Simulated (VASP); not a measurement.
Input of a VASP 6.6.1 run:

Contents of INCAR:

```
SYSTEM = In2S
PREC = Accurate
ENCUT = 600
EDIFF = 1E-6
ISMEAR = 0
SIGMA = 0.1
LREAL = .False.
LASPH = .True.
NELM = 100
ALGO = Normal
ISIF = 3
LWAVE = .False.
LCHARG = .False.
GGA = PE
IBRION = 2
NSW = 90
EDIFFG = -0.04
```

The input KPOINTS:

```
Automatic mesh
0
Gamma
  6 6 4
  0 0 0
```

The input POSCAR:

```
In2S
1.0
    4.7055464800      0.0000000000      0.0000000000
   -2.3527732400      4.0751227900      0.0000000000
    0.0000000000      0.0000000000      4.5157538500
In S
2 1
Direct
    0.3333333300      0.6666666700      0.4471106700
    0.6666666700      0.3333333300      0.4471106700
    0.0000000000      0.0000000000      0.7276843900
```

Potentials or basis: VASP PAW PBE potentials, release 64 (In_d, S).

Command:

```sh
$ cat potpaw_PBE.64/In_d/POTCAR potpaw_PBE.64/S/POTCAR > POTCAR
$ mpirun -np 1 vasp_std > vasp.out
```

Task: What does it give for the relaxed cell?

Result: a = 5.022 Å, b = 5.022 Å, c = 3.770 Å, α = 90.00°, β = 90.00°, γ = 120.00°.

Task: What does it give for the band gap on the k mesh?

Result: Zero (bands 16 and 17 overlap by 0.05 eV).

Final structure:
```
In S
1.0
     5.02151    0.00000    0.00000
    -2.51075    4.34875    0.00000
     0.00000    0.00000    3.77004
In S
2 1
Direct
  0.33333 0.66667 0.42048
  0.66667 0.33333 0.42048
  0.00000 0.00000 0.78095
```

Caveat: a cell axis changed by over 15 % at a fixed basis, so the end point is rough; spin-orbit coupling is left out, which moves the levels of the heavy elements.
